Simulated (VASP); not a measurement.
**TaSi: single point with r2SCAN**

The system is TaSi.

```
Ta Si
1.0
     3.13573    0.00000    0.00000
     0.00000    3.13573    0.00000
     0.00000    0.00000    3.13573
Ta Si
1 1
Direct
  0.50000 0.50000 0.50000
  0.00000 0.00000 0.00000
```

* Program: VASP 6.6.1
* Task: single point
* Functional: r2SCAN
* Potentials or basis: VASP PAW PBE potentials, release 64 (Ta_pv, Si)
* Cutoff: 520 eV
* k mesh: 14 × 14 × 14
* Occupations: gaussian, width 0.1 eV
* Spin: no spin polarisation
* Dipole correction: no
* Further INCAR settings: ALGO = Normal; EDIFF = 1e-07; NBANDS = 14

```
Pressure : 0.4 GPa
```

Levels at points of the mesh, in eV from the Fermi level:
| k point | band 4 | band 5 | band 6 | band 7 | band 8 | band 9 | band 10 | band 11 |
| --- | --- | --- | --- | --- | --- | --- | --- | --- |
| (0.00, 0.00, 0.00) | -12.69 | -3.02 | -3.02 | 2.44 | 2.44 | 2.44 | 3.07 | 3.07 |
| (0.50, 0.00, 0.00) | -8.84 | -7.80 | -1.63 | -1.07 | -1.07 | 3.69 | 5.19 | 5.53 |
| (0.50, 0.50, 0.00) | -8.69 | -3.63 | -3.63 | -3.09 | 0.62 | 0.62 | 5.10 | 5.42 |
| (0.50, 0.50, 0.50) | -5.71 | -5.71 | -5.71 | -3.94 | 3.40 | 3.40 | 3.40 | 5.61 |

Run time: 2.2 min on 1 thread of Intel Xeon 8259CL (shared host), peak memory 0.18 GiB.

Caveat: the PAW data sets were made with another functional, which shifts forces and pressure a little; spin-orbit coupling is left out, which moves the levels of the heavy elements.
